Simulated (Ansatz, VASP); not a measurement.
Nb2Te6Mo in VASP and in Ansatz

```
Nb Te Mo
1.0
     6.26771    0.00000    0.00000
    -3.13385    5.42799    0.00000
     0.00000    0.00000    7.83938
Nb Te Mo
2 6 1
Cartesian
  0.0000 3.6187 0.0000
  3.1339 1.8093 0.0000
  4.2052 0.0000 5.9892
  1.0312 1.7861 5.9892
  -2.1026 3.6418 5.9892
  2.0625 0.0000 1.8502
  -1.0312 1.7861 1.8502
  2.1026 3.6418 1.8502
  0.0000 0.0000 0.0000
```

Alike in both runs: functional PBE; k mesh 6 × 6 × 6; occupations gaussian, width 0.1 eV; no spin polarisation.

Ansatz relaxed the structure, and its values are those at the end. VASP's run is a single point on that final structure, the one shown.

```csv
,VASP,Ansatz
version,VASP 6.6.1,Ansatz 0.2.0
potentials or method,"VASP PAW PBE potentials, release 64 (Nb_sv, Te, Mo_sv), cutoff 520 eV","scalar-relativistic, plane waves, PAW"
valence electrons in the cell,76,136
```

|  | VASP | Ansatz | Ansatz less VASP |
| --- | --- | --- | --- |
| gap on the k mesh at the Fermi level (eV) | none | none | - |
| pressure (GPa) | 0.0 | 0.0 | +0.06 |

A gap of «none» marks a metal or a gap that the smearing closes. VASP's potentials hold 76 valence electrons a cell and Ansatz's 136, so a difference there can come from the potentials and not from the codes.

Neither program's run includes spin-orbit coupling.
